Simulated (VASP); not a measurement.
Be, 2 atoms in the cell. The structure is hexagonal, space group P6_3/mmc (No. 194). The conventional cell has a = 2.256 Å, b = 2.256 Å, c = 3.556 Å, α = 90.00°, β = 90.00°, γ = 120.00°. Be (site symmetry -6m2) has 12 Be at 2.20 to 2.26 Å within 2.9 Å. 

```yaml
Program: VASP 6.6.1
Task: single point
Functional: PBEsol
Potentials_or_basis: VASP PAW PBE potentials, release 64 (Be)
Cutoff: 600 eV
k_mesh: 9 × 9 × 6
Occupations: gaussian, width 0.1 eV
Spin: no spin polarisation
Dipole_correction: no
Further_INCAR_settings: ALGO = Normal; EDIFF = 1e-06; NBANDS = 9
```

Potentials or basis: VASP PAW PBE potentials, release 64 (Be).

Launch:

```bash
$ cat potpaw_PBE.64/Be/POTCAR > POTCAR
$ mpirun -np 1 vasp_std > vasp.out
```

Hardware: 1 thread of Intel(R) Xeon(R) Platinum 8259CL CPU @ 2.50GHz (Skylake/Cascade Lake) (shared host).

Q: How long does it take, and how much memory?

A: Run time: 5.1 s on 1 thread of Intel(R) Xeon(R) Platinum 8259CL CPU @ 2.50GHz (Skylake/Cascade Lake), with other jobs on the host, peak memory 0.12 GiB. Counts: scf iterations 9, k points 48.
